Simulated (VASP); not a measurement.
# TiN (rocksalt type) (Fm-3m) in VASP: notebook, part 2 of 3

VASP 6.6.1.

## (3) Single point, LDA (volume scaled by 0.88)

The input, INCAR:

```
SYSTEM = TiN
  PREC = Accurate
  ENCUT = 520
  EDIFF = 1E-6
  ISMEAR = -1
  SIGMA = 0.08
  LREAL = .FALSE.
  LASPH = .TRUE.
  NELM = 100
  ALGO = Normal
  ISIF = 2
  LWAVE = .FALSE.
  LCHARG = .TRUE.
  GGA = CA
  LELF = .TRUE.
  LVHAR = .TRUE.
  NBANDS = 16
```

The input, KPOINTS:

```
Automatic mesh
0
G
  17 17 17
  0 0 0
```

The input, POSCAR:

```
TiN
1.0
    0.0000000000      1.9988571400      1.9988571400
    1.9988571400      0.0000000000      1.9988571400
    1.9988571400      1.9988571400      0.0000000000
Ti N
1 1
Direct
    0.0000000000      0.0000000000      0.0000000000
    0.5000000000      0.5000000000      0.5000000000
```

Potentials or basis: VASP PAW LDA potentials, release 64 (Ti_sv, N).

Command:

```
> cat potpaw_LDA.64/Ti_sv/POTCAR potpaw_LDA.64/N/POTCAR > POTCAR
> mpirun -np 1 vasp_std > vasp.out
```

OUTCAR:

```text
SYSTEM = TiN
   PREC = Accurate
   ENCUT = 520
   EDIFF = 1E-6
   ISMEAR = -1
   LREAL = .FALSE.
   LASPH = .TRUE.
   NELM = 100
   ISIF = 2
   GGA = CA

 ion  position               nearest neighbor table
   1  0.000  0.000  0.000-   2 2.00   2 2.00   2 2.00   2 2.00   2 2.00   2 2.00
   2  0.500  0.500  0.500-   1 2.00   1 2.00   1 2.00   1 2.00   1 2.00   1 2.00

  LATTYP: Found a face centered cubic cell.
 ALAT       =     3.9977142800

  Lattice vectors:

 A1 = (   0.0000000000,   1.9988571400,   1.9988571400)
 A2 = (   1.9988571400,   0.0000000000,   1.9988571400)
 A3 = (   1.9988571400,   1.9988571400,   0.0000000000)

Analysis of symmetry for initial positions (statically):
=====================================================================
 Subroutine PRICEL returns:
 Original cell was already a primitive cell.

 Routine SETGRP: Setting up the symmetry group for a
 face centered cubic supercell.

 Subroutine GETGRP returns: Found 48 space group operations
 (whereof 48 operations were pure point group operations)
 out of a pool of 48 trial point group operations.

The static configuration has the point symmetry O_h .

Analysis of symmetry for dynamics (positions and initial velocities):
=====================================================================
 Subroutine PRICEL returns:
 Original cell was already a primitive cell.

 Routine SETGRP: Setting up the symmetry group for a
 face centered cubic supercell.

 Subroutine GETGRP returns: Found 48 space group operations
 (whereof 48 operations were pure point group operations)
 out of a pool of 48 trial point group operations.

The dynamic configuration has the point symmetry O_h .

 Subroutine INISYM returns: Found 48 space group operations
 (whereof 48 operations are pure point group operations),
 and found     1 'primitive' translations

----------------------------------------------------------------------------------------

                                     Primitive cell

  volume of cell :      15.9726

  direct lattice vectors                    reciprocal lattice vectors
     0.000000000  1.998857140  1.998857140    -0.250142939  0.250142939  0.250142939
     1.998857140  0.000000000  1.998857140     0.250142939 -0.250142939  0.250142939
     1.998857140  1.998857140  0.000000000     0.250142939  0.250142939 -0.250142939

  length of vectors
     2.826810877  2.826810877  2.826810877     0.433260280  0.433260280  0.433260280

  position of ions in fractional coordinates (direct lattice)
     0.000000000  0.000000000  0.000000000
     0.500000000  0.500000000  0.500000000

  ion indices of the primitive-cell ions
   primitive index   ion index
                 1           1
                 2           2

----------------------------------------------------------------------------------------

 KPOINTS: Automatic mesh

Automatic generation of k-mesh.
 Grid dimensions read from file:
 generate k-points for:   17   17   17

 Generating k-lattice:

  Cartesian coordinates                     Fractional coordinates (reciprocal lattice)
    -0.014714291  0.014714291  0.014714291     0.058823529  0.000000000  0.000000000
     0.014714291 -0.014714291  0.014714291     0.000000000  0.058823529  0.000000000
     0.014714291  0.014714291 -0.014714291     0.000000000  0.000000000  0.058823529

  Length of vectors
     0.025485899  0.025485899  0.025485899

  Shift w.r.t. Gamma in fractional coordinates (k-lattice)
     0.000000000  0.000000000  0.000000000

 Subroutine IBZKPT returns following result:
 ===========================================

 Found    165 irreducible k-points:

 Following reciprocal coordinates:
            Coordinates               Weight
  0.000000  0.000000  0.000000      1.000000
  0.058824  0.000000  0.000000      8.000000
  0.117647  0.000000  0.000000      8.000000
  0.176471  0.000000  0.000000      8.000000
  0.235294  0.000000  0.000000      8.000000
  0.294118  0.000000  0.000000      8.000000
[... 16 lines left out ...]
 -0.176471  0.058824  0.000000     24.000000
 -0.117647  0.058824  0.000000     24.000000
 [... further k-points ...]
   k-points           NKPTS =    165   k-points in BZ     NKDIM =    165   number of bands    NBANDS=     16
   number of dos      NEDOS =    301   number of ions     NIONS =      2
   total plane-waves  NPLWV =  13824
   dimension x,y,z NGX =    24 NGY =   24 NGZ =   24
   dimension x,y,z NGXF=    48 NGYF=   48 NGZF=   48
   ions per type =               1   1
   NGX,Y,Z   is equivalent  to a cutoff of  14.11, 14.11, 14.11 a.u.
   NGXF,Y,Z  is equivalent  to a cutoff of  28.23, 28.23, 28.23 a.u.
 SYSTEM =  TiN
   PREC   = accura    normal or accurate (medium, high low for compatibility)
   ISTART =      0    job   : 0-new  1-cont  2-samecut
   ICHARG =      2    charge: 1-file 2-atom 10-const
   ISPIN  =      1    spin polarized calculation?
   LNONCOLLINEAR =      F non collinear calculations
   LSORBIT =      F    spin-orbit coupling
   LASPH  =      T    aspherical Exc in radial PAW
   ENCUT  =  520.0 eV  38.22 Ry    6.18 a.u.   5.26  5.26  5.26*2*pi/ulx,y,z
   NELM   =    100;   NELMIN=  2; NELMDL= -5     # of ELM steps
   EDIFF  = 0.1E-05   stopping-criterion for ELM
   LREAL  =      F    real-space projection
   EDIFFG = 0.1E-04   stopping-criterion for IOM
   NSW    =      0    number of steps for IOM
   IBRION =     -1    ionic relax: 0-MD 1-quasi-New 2-CG
   NFREE  =      0    steps in history (QN), initial steepest desc. (CG)
   ISIF   =      2    stress and relaxation
   ISYM   =      2    0-nonsym 1-usesym 2-fastsym
   POTIM  = 0.5000    time-step for ionic-motion
   TEBEG  =    0.0;   TEEND  =   0.0 temperature during run
   PSTRESS=    0.0 pullay stress
   NELECT =      17.0000    total number of electrons
   NUPDOWN=      -1.0000    fix difference up-down
   EMIN   =  10.00;   EMAX   =-10.00  energy-range for DOS
   EFERMI =   0.00;   METHOD = LEGACY
   ISMEAR =    -1;   SIGMA  =   0.08  broadening in eV -4-tet -1-fermi 0-gaus
   EFERMI_NEDOS =   21; number of points for ismear=-14 and -15
   IALGO  =     38    algorithm
   IMIX   =      4    mixing-type and parameters
     AMIX     =   0.40;   BMIX     =  1.00
     AMIX_MAG =   1.60;   BMIX_MAG =  1.00
  volume/ion in A,a.u.               =       7.99        53.89
  Fermi-wavevector in a.u.,A,eV,Ry     =   1.671473  3.158626 38.012259  2.793822
  Thomas-Fermi vector in A             =   2.756789
   LORBIT       =      0    0 simple, 1 ext, 2 COOP (PROOUT), +10 PAW based schemes
   GGA     = CA    functional components
   LHFCALC =     F    Hartree Fock is set to
   AEXX    =    0.0000 exact exchange contribution
   IVDW    =     0    specifies the selected vdW correction
   LEPSILON=     F    determine dielectric tensor
   LRPA    =     F    only Hartree local field effects (RPA)
 non-spin polarized calculation
  energy-cutoff  :      520.00
  volume of cell :       15.97
 maximum number of plane-waves:       444
 NGX is ok and might be reduce to    24
   NGX = 11   NGY = 11   NGZ = 11

 number of electron      16.9999998 magnetization

 Free energy of the ion-electron system (eV)
  ---------------------------------------------------
  ext. energy  EPLUGINS =         0.00000000
  ---------------------------------------------------
  free energy    TOTEN  =       -21.33586815 eV

  energy without entropy =      -21.32234734  energy(sigma->0) =      -21.32910774

 E-fermi :  13.7388     XC(G=0): -14.3693

 val. band max:       13.7364058516   @ k =  -0.1176   0.0588   0.0000
 cond. band min:      13.7552619450   @ k =  -0.1765   0.1176   0.0000
 fundamental gap:      0.0188560933
 Fermi energy:        13.7387716766

 k-point     1 :       0.0000    0.0000    0.0000
  band No.  band energies     occupation
      1     -43.1796      2.00000
      2     -19.3376      2.00000
      3     -19.3376      2.00000
      4     -19.3376      2.00000
      5      -4.1256      2.00000
      6      11.5424      2.00000
[... 8 lines left out ...]
     15      27.4585      0.00000
     16      36.1813      0.00000
[... 419 lines left out ...]
 k-point    24 :      -0.1176    0.0588    0.0000
  band No.  band energies     occupation
      1     -43.1353      2.00000
      2     -19.5929      2.00000
      3     -19.3898      2.00000
      4     -19.3423      2.00000
      5      -3.5603      2.00000
      6       9.4376      2.00000
[... 8 lines left out ...]
     15      28.0749      0.00000
     16      34.6624      0.00000

 [... further k-points ...]

------------------------ aborting loop because EDIFF is reached ----------------------------------------

  FORCE on cell =-STRESS in cart. coord.  units (eV):
  Direction    XX          YY          ZZ          XY          YZ          ZX
  --------------------------------------------------------------------------------------
  -------------------------------------------------------------------------------------
  Total        5.4694486      5.4694486      5.4694486      0.0000000      0.0000000     -0.0000000
  in kB      548.6291296    548.6291296    548.6291296      0.0000000      0.0000000     -0.0000000
  external PRESSURE =     548.6291296 kB  Pullay stress =       0.0000000 kB

 VOLUME and BASIS-vectors are now :
 -----------------------------------------------------------------------------
  energy-cutoff  :      520.00
  volume of cell :       15.97
      direct lattice vectors                 reciprocal lattice vectors
     0.000000000  1.998857140  1.998857140    -0.250142939  0.250142939  0.250142939
     1.998857140  0.000000000  1.998857140     0.250142939 -0.250142939  0.250142939
     1.998857140  1.998857140  0.000000000     0.250142939  0.250142939 -0.250142939

 POSITION                                       TOTAL-FORCE (eV/Angst)
 -----------------------------------------------------------------------------------
      0.00000      0.00000      0.00000         0.000000      0.000000      0.000000
      1.99886      1.99886      1.99886        -0.000000     -0.000000     -0.000000
 -----------------------------------------------------------------------------------
    total drift:                                0.000000     -0.000000     -0.000000

  FREE ENERGIE OF THE ION-ELECTRON SYSTEM (eV)
  ---------------------------------------------------
  free  energy   TOTEN  =       -21.3358681487 eV

  energy  without entropy=      -21.3223473386  energy(sigma->0) =      -21.32910774
```

OSZICAR:

```text
N       E                     dE             d eps       ncg     rms          rms(c)
DAV:   1     0.127251004262E+03    0.12725E+03   -0.81842E+03  5352   0.130E+03
DAV:   2    -0.195982113045E+02   -0.14685E+03   -0.13764E+03  5640   0.348E+02
DAV:   3    -0.261026406035E+02   -0.65044E+01   -0.64507E+01  6720   0.751E+01
DAV:   4    -0.262414397793E+02   -0.13880E+00   -0.13864E+00  6416   0.101E+01
DAV:   5    -0.262442338033E+02   -0.27940E-02   -0.27938E-02  6336   0.125E+00    0.230E+01
DAV:   6    -0.215869080403E+02    0.46573E+01   -0.11577E+01  6984   0.567E+01    0.810E+00
DAV:   7    -0.213529561523E+02    0.23395E+00   -0.11784E+00  6144   0.147E+01    0.682E+00
DAV:   8    -0.214061371248E+02   -0.53181E-01   -0.44918E-01  8560   0.939E+00    0.488E+00
DAV:   9    -0.213406787011E+02    0.65458E-01   -0.81069E-02  7000   0.477E+00    0.143E+00
DAV:  10    -0.213369441033E+02    0.37346E-02   -0.20930E-02  6408   0.183E+00    0.260E-01
DAV:  11    -0.213358969996E+02    0.10471E-02   -0.32687E-03  5320   0.528E-01    0.130E-01
DAV:  12    -0.213358822851E+02    0.14715E-04   -0.24544E-04  5800   0.178E-01    0.562E-02
DAV:  13    -0.213358728134E+02    0.94717E-05   -0.90848E-05  6112   0.165E-01    0.199E-02
DAV:  14    -0.213358682156E+02    0.45978E-05   -0.70889E-06  6432   0.438E-02    0.671E-03
DAV:  15    -0.213358681487E+02    0.66897E-07   -0.62518E-07  3504   0.811E-03
   1 F= -.21335868E+02 E0= -.21329108E+02  d E =-.135208E-01
```

stdout:

```text
POSCAR found type information on POSCAR TiN
 POSCAR found :  2 types and       2 ions
 scaLAPACK will be used
 LDA part: xc-table for (Slater(with rela. corr.)+CA(PZ))
 , standard interpolation
 POSCAR, INCAR and KPOINTS ok, starting setup
 FFT: planning ... GRIDC
 FFT: planning ... GRID_SOFT
 FFT: planning ... GRID
 WAVECAR not read
 entering main loop
```

Wall time 61 s (1 thread of Intel Xeon 6975P-C, shared host); peak memory 0.16 GiB.

Results:

```
Free energy : -21.3359 eV
Pressure    : 54.9 GPa
```

Levels at points of the mesh, in eV from the Fermi level:
| k point | band 6 | band 7 | band 8 | band 9 | band 10 | band 11 | band 12 | band 13 |
| --- | --- | --- | --- | --- | --- | --- | --- | --- |
| (0.00, 0.00, 0.00) | -2.20 | -2.20 | -2.20 | -0.82 | -0.82 | -0.82 | 0.74 | 0.74 |

[end of part 2 of 3]
